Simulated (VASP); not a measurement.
Write the native input for VASP 6.6.1 that does the following.

- Task: single point
- Functional: PBE
- Potentials or basis: VASP PAW PBE potentials, release 64 (Mn_pv, Si)
- Cutoff: 520 eV
- k mesh: 8 × 8 × 8
- Occupations: gaussian, width 0.05 eV
- Spin: no spin polarisation
- Dipole correction: no
- Further INCAR settings: ALGO = Normal; EDIFF = 1e-07; NBANDS = 44

The structure of MnSi lies in POSCAR:

```
MnSi
1.0
    4.4973380656      0.0000000000      0.0000000000
    0.0000000000      4.4973380656      0.0000000000
    0.0000000000      0.0000000000      4.4973380656
Mn Si
4 4
Direct
    0.1371854638      0.1371854638      0.1371854638
    0.3628145362      0.8628145362      0.6371854638
    0.6371854638      0.3628145362      0.8628145362
    0.8628145362      0.6371854638      0.3628145362
    0.8456431427      0.8456431427      0.8456431427
    0.6543568573      0.1543568573      0.3456431427
    0.3456431427      0.6543568573      0.1543568573
    0.1543568573      0.3456431427      0.6543568573
```

The input as run:

INCAR

```
ALGO = Normal
EDIFF = 1E-7
ENCUT = 520
GGA = PE
ISIF = 2
ISMEAR = 0
LASPH = T
LCHARG = T
LELF = T
LREAL = F
LVHAR = T
LWAVE = F
NBANDS = 44
NELM = 100
PREC = Accurate
SIGMA = 0.05
```

KPOINTS

```
k-points
0
Gamma
  8 8 8
```

Potentials or basis: VASP PAW PBE potentials, release 64 (Mn_pv, Si).

Run with:

```console
$ cat potpaw_PBE.64/Mn_pv/POTCAR potpaw_PBE.64/Si/POTCAR > POTCAR
$ mpirun -np 1 vasp_std > vasp.out
```

It gave:

| Item | Value |
| --- | --- |
| Pressure | 0.0 GPa |
| Largest force | 0.011 eV/Å |
| Band gap on the k mesh | zero (band 34 reaches 11.57 eV, above the bottom of band 35 at 11.08 eV) |

Run time: 3.1 min on 1 thread of Intel(R) Xeon(R) Platinum 8259CL CPU @ 2.50GHz (Skylake/Cascade Lake), on a shared host, peak memory 0.28 GiB.
